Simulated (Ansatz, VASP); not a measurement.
# One calculation of AlN, two programs

```
Al N
1.0
     3.15767    0.00000    0.00000
    -1.57883    2.73462    0.00000
     0.00000    0.00000    4.82866
Al N
2 2
Direct
  0.33333 0.66667 0.00000
  0.66667 0.33333 0.50000
  0.33333 0.66667 0.38500
  0.66667 0.33333 0.88500
```

Change from the starting cell: strain +0.015 along x and y, -0.030 along z, atoms carried along.

Alike in both runs: task single point; functional PBE; k mesh 12 × 12 × 6; occupations gaussian, width 0.05 eV; no spin polarisation.

```csv
,VASP,Ansatz
version,VASP 6.6.1,Ansatz 0.2.0
potentials or method,"VASP PAW PBE potentials, release 64 (Al, N), cutoff 520 eV","scalar-relativistic, plane waves, PAW"
valence electrons in the cell,16,16
```

|  | VASP | Ansatz | Ansatz less VASP |
| --- | --- | --- | --- |
| gap on the k mesh at the Fermi level (eV) | 4.05 | 4.04 | -0.009 |
| least direct gap on the mesh (eV) | 4.05 | 4.04 | -0.009 |
| pressure (GPa) | 3.7 | 4.0 | +0.26 |
| traceless stress, the component that is largest in VASP (GPa) | 10.92 | 10.78 | -0.139 |
| rms of the force components (eV/Å) | 0.252 | 0.251 | -0.0008 |

Atom by atom the forces differ by 0.001 eV/Å (rms over components).
